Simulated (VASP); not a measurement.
MnO2:

```
Mn O
1.0
     4.39830    0.00000    0.00000
     0.00000    4.39830    0.00000
     0.00000    0.00000    2.87300
Mn O
2 4
Direct
  0.00000 0.00000 0.00000
  0.50000 0.50000 0.50000
  0.30515 0.30515 0.00000
  0.19485 0.80515 0.50000
  0.69485 0.69485 0.00000
  0.80515 0.19485 0.50000
```

Base run:

| Quantity | Value |
| --- | --- |
| Program | VASP 6.6.1 |
| Functional | PBE |
| Potentials or basis | VASP PAW PBE potentials, release 64 (Mn_sv, O) |
| Cutoff | 600 eV |
| k mesh | 5 × 5 × 7 |
| Occupations | gaussian, width 0.3 eV |
| Spin | no spin polarisation |

Its results: band gap on the k mesh zero (band 27 reaches 6.93 eV, above the bottom of band 28 at 6.17 eV); pressure -7.5 GPa; largest force 0.264 eV/Å.

Question: The run is repeated on the same cell with these changes: occupations from gaussian, width 0.3 eV to fermi-dirac, width 0.01 eV. What comes out?

Answer: Band gap on the k mesh zero (band 27 reaches 6.93 eV, above the bottom of band 28 at 6.17 eV); pressure -8.1 GPa; largest force 0.322 eV/Å.

Caveats: the run has no spin polarisation, though such a crystal can be magnetic; semilocal functionals often make such compounds metallic where correlation or magnetic order opens a gap, which also shifts bond lengths.
